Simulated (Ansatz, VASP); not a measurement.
**AlN in VASP and in Ansatz**

The input INCAR:

```
SYSTEM = AlN
PREC = Accurate
ENCUT = 520
EDIFF = 1E-7
ISMEAR = 0
SIGMA = 0.05
LREAL = .FALSE.
LASPH = .TRUE.
NELM = 80
ALGO = Normal
ISIF = 2
LWAVE = .FALSE.
LCHARG = .FALSE.
NBANDS = 16
```

Contents of KPOINTS:

```
regular mesh
0
G
  9 9 6
  0 0 0
```

File POSCAR:

```
AlN
1.0
    3.0631058397      0.0000000000      0.0000000000
   -1.5315529199      2.6527274717      0.0000000000
    0.0000000000      0.0000000000      4.9027355419
Al N
2 2
Direct
    0.3494085240      0.6988170481      0.0015212672
    0.6505914760      0.3011829519      0.5015212672
    0.3189889223      0.6379778447      0.3834787328
    0.6810110777      0.3620221553      0.8834787328
```

Input for Ansatz:

```yaml
crystal:
  lattice:
    - [3.0631058397, 0.0, 0.0]
    - [-1.5315529199, 2.6527274717, 0.0]
    - [0.0, 0.0, 4.9027355419]
  atoms:
    - { symbol: Al, position: [0.349408524, 0.6988170481, 0.0015212672] }
    - { symbol: Al, position: [0.650591476, 0.3011829519, 0.5015212672] }
    - { symbol: "N", position: [0.3189889223, 0.6379778447, 0.3834787328] }
    - { symbol: "N", position: [0.6810110777, 0.3620221553, 0.8834787328] }
basis:
  ecutwfc: 520.0
kpoints:
  mp_grid: { grid: [9, 9, 6] }
hamiltonian:
  xc: lda
scf:
  occupations: { method: gaussian, width: 0.05 }
output:
  forces: true
  stress: true
  eigenvalues: true
```

Change from the starting cell: mode 5 frozen in at +0.086 Å, equal normal strain along x, y and z -0.0083.

Alike in both runs: task single point; functional LDA; k mesh 9 × 9 × 6; occupations gaussian, width 0.05 eV; no spin polarisation.

|  | VASP | Ansatz |
| --- | --- | --- |
| version | VASP 6.6.1 | Ansatz 0.2.0 |
| potentials or method | VASP PAW LDA potentials, release 64 (Al, N), cutoff 520 eV | scalar-relativistic, plane waves, PAW |
| valence electrons in the cell | 16 | 16 |

VASP gave:

| Item | Value |
| --- | --- |
| gap on the k mesh at the Fermi level (eV) | 4.56 |
| least direct gap on the mesh (eV) | 4.56 |
| pressure (GPa) | 6.0 |
| traceless stress, the component that is largest in VASP (GPa) | 0.62 |
| rms of the force components (eV/Å) | 0.232 |

Problem. What did Ansatz give for the same quantities?

Solution. gap on the k mesh at the Fermi level (eV): 4.55; least direct gap on the mesh (eV): 4.55; pressure (GPa): 5.3; traceless stress, the component that is largest in VASP (GPa): 0.61; rms of the force components (eV/Å): 0.232.

LDA's correlation is that of Perdew and Zunger in VASP and of Perdew and Wang (1992) in Ansatz. Atom by atom the forces differ by 0.002 eV/Å (rms over components).
